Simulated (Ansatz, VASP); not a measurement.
This is a calculation of Al for Ansatz 0.2.0.

Contents of input.yaml:

```yaml
crystal:
  lattice:
    - [2.7888685969, 0.0, 0.0]
    - [-1.3944342984, 2.4152310527, 0.0]
    - [0.0, 0.0, 9.0618428096]
  atoms:
    - { symbol: Al, position: [0.6666666667, 0.3333333333, 0.75] }
    - { symbol: Al, position: [0.0, 0.0, 0.5] }
    - { symbol: Al, position: [0.3333333333, 0.6666666667, 0.25] }
    - { symbol: Al, position: [0.0, 0.0, 0.0] }
hamiltonian:
  xc: lda
  pseudopotentials: { kind: paw }
kpoints:
  mp_grid: { grid: [11, 11, 3] }
scf:
  occupations: { method: fermi_dirac, width: 0.05 }
output:
  forces: true
  stress: true
  eigenvalues: true
```

Potentials or basis: Ansatz PAW.

Command:

```bash
$ ansatz run input.yaml --threads 2 --pin off --max-ram 5632MiB --backend cpu --events-out ev --progress --plain --runs-dir out
```

Translate it to VASP 6.6.1. Potentials there: VASP PAW LDA potentials, release 64 (Al).

As run (the cutoff follows the program's own potentials):

The input INCAR:

```
  ALGO = Normal
  EDIFF = 1E-6
  ENCUT = 520
  ISIF = 2
  ISMEAR = -1
  LASPH = True
  LCHARG = False
  LREAL = False
  LWAVE = False
  NBANDS = 14
  NELM = 80
  PREC = Accurate
  SIGMA = 0.05
```

KPOINTS

```
k-points
0
Gamma
  11 11 3
```

Contents of POSCAR:

```
Al
1.0
    2.7888685969      0.0000000000      0.0000000000
   -1.3944342984      2.4152310527      0.0000000000
    0.0000000000      0.0000000000      9.0618428096
Al
4
Direct
    0.6666666667      0.3333333333      0.7500000000
    0.0000000000      0.0000000000      0.5000000000
    0.3333333333      0.6666666667      0.2500000000
    0.0000000000      0.0000000000      0.0000000000
```

Potentials or basis: VASP PAW LDA potentials, release 64 (Al).

Command:

```sh
$ cat potpaw_LDA.64/Al/POTCAR > POTCAR
$ mpirun -np 1 vasp_std > vasp.out
```

Both were run:

|  | VASP | Ansatz | Ansatz less VASP |
| --- | --- | --- | --- |
| gap on the k mesh at the Fermi level (eV) | none | none | - |
| pressure (GPa) | 3.7 | 3.6 | -0.10 |
| traceless stress, the component that is largest in VASP (GPa) | 1.44 | 1.43 | -0.006 |

LDA's correlation is that of Perdew and Zunger in VASP and of Perdew and Wang (1992) in Ansatz. A gap of «none» marks a metal or a gap that the smearing closes.
